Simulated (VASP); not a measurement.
# Pt (Fm-3m) in VASP: a series of runs, part 2 of 2

VASP 6.6.1.

## Step 5: Single point, r2SCAN

This run uses another cell than the first one, of 15.08 Å³/atom, 0.957 times its volume.

Input file POSCAR:

```
Pt
1.0
    0.0000000000      1.9609000000      1.9609000000
    1.9609000000      0.0000000000      1.9609000000
    1.9609000000      1.9609000000      0.0000000000
Pt
1
Direct
    0.0000000000      0.0000000000      0.0000000000
```

Input file INCAR.step1:

```
ALGO = Normal ; EDIFF = 1E-5
ENCUT = 550 ; GGA = PE
GGA_COMPAT = False ; ISMEAR = 0
LASPH = True ; LCHARG = False
LREAL = False ; LWAVE = True
NBANDS = 11 ; NELM = 120
PREC = Accurate ; SIGMA = 0.1
```

Input file INCAR.step2:

```
ALGO = Normal ; EDIFF = 1E-6
ENCUT = 550 ; GGA_COMPAT = False
ISIF = 2 ; ISMEAR = 0
ISTART = 1 ; LASPH = True
LCHARG = True ; LELF = True
LMIXTAU = True ; LREAL = False
LVHAR = True ; LWAVE = False
METAGGA = R2SCAN ; NBANDS = 11
NELM = 120 ; PREC = Accurate
SIGMA = 0.1
```

Input file KPOINTS:

```
k-points
0
Gamma
  18 18 18
```

Potentials or basis: VASP PAW PBE potentials, release 64 (Pt).

The run is started by

```sh
cat potpaw_PBE.64/Pt/POTCAR > POTCAR
cp INCAR.step1 INCAR
mpirun -np 1 vasp_std > vasp.out
cp INCAR.step2 INCAR
mpirun -np 1 vasp_std > vasp.out
```

OUTCAR:

```text
EDIFF = 1E-6
   ENCUT = 550
   ISIF = 2
   ISMEAR = 0
   ISTART = 1
   LASPH = True
   LREAL = False
   METAGGA = R2SCAN
   NELM = 120
   PREC = Accurate

 ion  position               nearest neighbor table
   1  0.000  0.000  0.000-

  LATTYP: Found a face centered cubic cell.
 ALAT       =     3.9218000000

  Lattice vectors:

 A1 = (   0.0000000000,   1.9609000000,   1.9609000000)
 A2 = (   1.9609000000,   0.0000000000,   1.9609000000)
 A3 = (   1.9609000000,   1.9609000000,   0.0000000000)

Analysis of symmetry for initial positions (statically):
=====================================================================
 Subroutine PRICEL returns:
 Original cell was already a primitive cell.

 Routine SETGRP: Setting up the symmetry group for a
 face centered cubic supercell.

 Subroutine GETGRP returns: Found 48 space group operations
 (whereof 48 operations were pure point group operations)
 out of a pool of 48 trial point group operations.

The static configuration has the point symmetry O_h .

Analysis of symmetry for dynamics (positions and initial velocities):
=====================================================================
 Subroutine PRICEL returns:
 Original cell was already a primitive cell.

 Routine SETGRP: Setting up the symmetry group for a
 face centered cubic supercell.

 Subroutine GETGRP returns: Found 48 space group operations
 (whereof 48 operations were pure point group operations)
 out of a pool of 48 trial point group operations.

The dynamic configuration has the point symmetry O_h .

 Subroutine INISYM returns: Found 48 space group operations
 (whereof 48 operations are pure point group operations),
 and found     1 'primitive' translations

----------------------------------------------------------------------------------------

                                     Primitive cell

  volume of cell :      15.0798

  direct lattice vectors                    reciprocal lattice vectors
[... 107 lines left out ...]
  Fermi-wavevector in a.u.,A,eV,Ry     =   1.427609  2.697791 27.729605  2.038068
  Thomas-Fermi vector in A             =   2.547760
   LORBIT       =      0    0 simple, 1 ext, 2 COOP (PROOUT), +10 PAW based schemes
   METAGGA = R2SCAN    functional components
   LHFCALC =     F    Hartree Fock is set to
   AEXX    =    0.0000 exact exchange contribution
   IVDW    =     0    specifies the selected vdW correction
   LEPSILON=     F    determine dielectric tensor
   LRPA    =     F    only Hartree local field effects (RPA)
 non-spin polarized calculation
 Gauss-broadening in eV      SIGMA  =   0.10
  energy-cutoff  :      550.00
  volume of cell :       15.08
 maximum number of plane-waves:       459
 NGX is ok and might be reduce to    24
   NGX = 11   NGY = 11   NGZ = 11

 number of electron      10.0000000 magnetization

 Free energy of the ion-electron system (eV)
  ---------------------------------------------------
  ext. energy  EPLUGINS =         0.00000000
  ---------------------------------------------------
  free energy    TOTEN  =       -51.49756991 eV

  energy without entropy =      -51.48744383  energy(sigma->0) =      -51.49250687

 E-fermi :  11.0193     XC(G=0): -14.6366

 val. band max:       11.0184238922   @ k =   0.4444   0.1111   0.0000
 cond. band min:      11.0194559013   @ k =  -0.2778   0.3889   0.1667
 fundamental gap:      0.0010320090
 Fermi energy:        11.0192895433

 k-point     1 :       0.0000    0.0000    0.0000
  band No.  band energies     occupation
      1       0.5187      2.00000
      2       7.0990      2.00000
      3       7.0990      2.00000
      4       7.0990      2.00000
      5       9.2653      2.00000
      6       9.2653      2.00000
      7      26.4981      0.00000
      8      31.6707      0.00000
      9      31.6707      0.00000
     10      31.6707      0.00000
     11      37.5469      0.00000
[... 309 lines left out ...]
 k-point    24 :      -0.2222    0.0556    0.0000
  band No.  band energies     occupation
      1       2.6357      2.00000
      2       6.6072      2.00000
      3       7.4926      2.00000
      4       7.5604      2.00000
      5       9.0906      2.00000
      6       9.7971      2.00000
      7      25.5034      0.00000
      8      28.4569      0.00000
      9      33.1062      0.00000
     10      34.6826      0.00000
     11      35.9061      0.00000

 [... further k-points ...]
[... 5 lines left out ...]
  --------------------------------------------------------------------------------------
  -------------------------------------------------------------------------------------
  Total        0.4469334      0.4469334      0.4469334     -0.0000000      0.0000000      0.0000000
  in kB       47.4850682     47.4850682     47.4850682     -0.0000000      0.0000000      0.0000000
  external PRESSURE =      47.4850682 kB  Pullay stress =       0.0000000 kB

 VOLUME and BASIS-vectors are now :
 -----------------------------------------------------------------------------
  energy-cutoff  :      550.00
  volume of cell :       15.08
      direct lattice vectors                 reciprocal lattice vectors
     0.000000000  1.960900000  1.960900000    -0.254984956  0.254984956  0.254984956
     1.960900000  0.000000000  1.960900000     0.254984956 -0.254984956  0.254984956
     1.960900000  1.960900000  0.000000000     0.254984956  0.254984956 -0.254984956

 POSITION                                       TOTAL-FORCE (eV/Angst)
 -----------------------------------------------------------------------------------
      0.00000      0.00000      0.00000         0.000000      0.000000      0.000000
 -----------------------------------------------------------------------------------
    total drift:                               -0.000000      0.000000     -0.000000

  FREE ENERGIE OF THE ION-ELECTRON SYSTEM (eV)
  ---------------------------------------------------
  free  energy   TOTEN  =       -51.4975699113 eV

  energy  without entropy=      -51.4874438258  energy(sigma->0) =      -51.49250687
```

OUTCAR.step1:

```text
EDIFF = 1E-5
   ENCUT = 550
   GGA = PE
   ISMEAR = 0
   LASPH = True
   LREAL = False
[... 551 lines left out ...]

 POSITION                                       TOTAL-FORCE (eV/Angst)
 -----------------------------------------------------------------------------------
      0.00000      0.00000      0.00000         0.000000      0.000000      0.000000
 -----------------------------------------------------------------------------------
    total drift:                               -0.000000      0.000000      0.000000

  FREE ENERGIE OF THE ION-ELECTRON SYSTEM (eV)
  ---------------------------------------------------
  free  energy   TOTEN  =        -6.0843954264 eV

  energy  without entropy=       -6.0737306963  energy(sigma->0) =       -6.07906306
```

Wall time 69 s (1 thread of Intel Xeon 6975P-C, shared host); peak memory 0.17 GiB.

What came out:

| Quantity | Value |
| --- | --- |
| Free energy | -51.4976 eV |
| Pressure | 4.7 GPa |
| Band gap on the k mesh | zero (band 5 reaches 11.54 eV, above the bottom of band 6 at 9.17 eV) |

Levels at points of the mesh, in eV from the Fermi level:
| k point | band 3 | band 4 | band 5 | band 6 | band 7 | band 8 |
| --- | --- | --- | --- | --- | --- | --- |
| (0.00, 0.00, 0.00) | -3.92 | -3.92 | -1.75 | -1.75 | 15.48 | 20.65 |
| (0.50, 0.00, 0.00) | -4.02 | -0.31 | 0.02 | 0.02 | 6.16 | 15.13 |
| (0.50, 0.50, 0.00) | -0.06 | 0.52 | 0.52 | 1.95 | 9.35 | 12.02 |

Caveat: the PAW data sets were made with another functional, which shifts forces and pressure a little; spin-orbit coupling is left out, which moves the levels of the heavy elements.

## Step 6: Relaxation of cell and atoms, r2SCAN

This run uses another cell than the first one, of 15.08 Å³/atom, 0.957 times its volume.

POSCAR is that of step 5.

Input file INCAR.step1:

```
PREC = Accurate
ENCUT = 600
ISMEAR = 0
SIGMA = 0.1
LREAL = False
LASPH = True
NELM = 100
GGA = PE
ALGO = Normal
EDIFF = 1E-4
LWAVE = True
LCHARG = False
```

Input file INCAR.step2:

```
PREC = Accurate
ENCUT = 600
EDIFF = 1E-6
ISMEAR = 0
SIGMA = 0.1
LREAL = False
LASPH = True
NELM = 100
ALGO = Normal
ISIF = 3
LWAVE = False
LCHARG = False
METAGGA = R2SCAN
LMIXTAU = True
IBRION = 2
NSW = 100
EDIFFG = -0.005
ISTART = 1
```

Input file KPOINTS:

```
Automatic mesh
0
Gamma
  18 18 18
```

Potentials or basis: VASP PAW PBE potentials, release 64 (Pt).

The run is started by

```sh
cat potpaw_PBE.64/Pt/POTCAR > POTCAR
cp INCAR.step1 INCAR
mpirun -np 1 vasp_std > vasp.out
cp INCAR.step2 INCAR
mpirun -np 1 vasp_std > vasp.out
```

Wall time 3.6 min (1 thread of Intel Xeon Platinum 8488C (Sapphire Rapids), shared host); peak memory 0.18 GiB.

The run converged. Its results:

```
Free energy                            : -51.5009 eV
Relaxed volume                         : 15.33 Å³/atom
Relaxed cell                           : a = 2.789 Å, b = 2.789 Å, c = 2.789 Å, α = 60.00°, β = 60.00°, γ = 60.00°
Space group after relaxing (to 0.05 Å) : Fm-3m (No. 225)
Energy gained by relaxing              : 3.7 meV/atom
Ionic steps                            : 4
Pressure after relaxing                : 0.0 GPa
Band gap on the k mesh                 : zero (band 5 reaches 11.21 eV, above the bottom of band 6 at 8.90 eV)
```

The path:
```
step  energy change (eV)  largest force (eV/Å)  pressure (GPa)  volume (Å³)
   1              0.0000                0.0000            4.80        15.08
   2              0.0247                0.0000          -11.46        16.09
   3             -0.0037                0.0000           -0.06        15.34
   4             -0.0037                0.0000           -0.02        15.33
```

Final structure:
```cif
data_structure
_symmetry_space_group_name_H-M 'P 1'
_symmetry_Int_Tables_number 1
_cell_length_a 2.7886
_cell_length_b 2.7886
_cell_length_c 2.7886
_cell_angle_alpha 60.000
_cell_angle_beta 60.000
_cell_angle_gamma 60.000
_cell_volume 15.33
loop_
_atom_site_label
_atom_site_type_symbol
_atom_site_fract_x
_atom_site_fract_y
_atom_site_fract_z
_atom_site_occupancy
Pt1 Pt 0.00000 0.00000 0.00000 1
```

Levels at points of the mesh, in eV from the Fermi level:
```
           k point  band 1  band 2  band 3  band 4  band 5  band 6  band 7  band 8  band 9
(0.00, 0.00, 0.00)  -10.31   -3.81   -3.81   -3.81   -1.71   -1.71   15.53   20.60   20.60
(0.50, 0.00, 0.00)   -7.40   -3.91   -3.91   -0.24    0.02    0.02    6.03   15.17   19.84
(0.50, 0.50, 0.00)   -7.11   -6.69   -0.06    0.50    0.50    1.98    9.16   11.97   11.97
```

Caveat: the PAW data sets were made with another functional, which shifts forces and pressure a little; spin-orbit coupling is left out, which moves the levels of the heavy elements.

## Step 7: Summary

| task | cell | cutoff (eV) | gap on the mesh (eV) | pressure (GPa) |
| --- | --- | --- | --- | --- |
| single point | a = 2.814 Å, angles 60.0°, 1 atom | 520 | none | -6.8 |
| single point | a = 2.841 Å, angles 60.0°, 1 atom | 520 | none | -13.0 |
| single point | a = 2.876 Å, angles 60.0°, 1 atom | 520 | none | -19.5 |
| single point | a = 2.773 Å, angles 60.0°, 1 atom | 550 | none | 4.7 |
| relaxation of cell and atoms | relaxed from a = 2.773 Å, angles 60.0°, 1 atom | 600 | none | 0.0 |

Alike in all rows: level r2SCAN; potentials or basis VASP PAW PBE potentials, release 64 (Pt); no spin polarisation; k mesh 18 × 18 × 18; smearing gaussian 0.1 eV.

Caveats: the PAW data sets were made with another functional, which shifts forces and pressure a little; spin-orbit coupling is left out, which moves the levels of the heavy elements.

Total energies depend on the potentials used, so only differences within one code and one set of settings carry meaning.
